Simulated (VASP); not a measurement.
Crystal: Al2Ru.

```
Al Ru
1.0
     0.00000    3.98984    4.39153
     2.35247    0.00000    4.39153
     2.35247    3.98984    0.00000
Al Ru
4 2
Direct
  0.07906 0.42094 0.07906
  0.42094 0.07906 0.42094
  0.17094 0.82906 0.17094
  0.82906 0.17094 0.82906
  0.75000 0.75000 0.75000
  0.50000 0.50000 0.50000
```

Base run:

```yaml
Program: VASP 6.6.1
Functional: r2SCAN
Potentials_or_basis: VASP PAW PBE potentials, release 64 (Al, Ru_pv)
Cutoff: 520 eV
k_mesh: 6 × 6 × 6
Occupations: gaussian, width 0.01 eV
Spin: no spin polarisation
```

Its results: band gap on the k mesh 0.17 eV, indirect (least direct gap 1.37 eV); pressure -0.1 GPa; largest force 0.005 eV/Å.

Question: The run is repeated on the same cell with these changes: k mesh from 6 × 6 × 6 to 1 × 1 × 1. What comes out?

Answer: Band gap on the k mesh 1.42 eV; pressure 2.3 GPa; largest force 0.425 eV/Å.

Caveats: some runs use coarse meshes; the PAW data sets were made with another functional, which shifts forces and pressure a little.

A k mesh can miss the band edges.
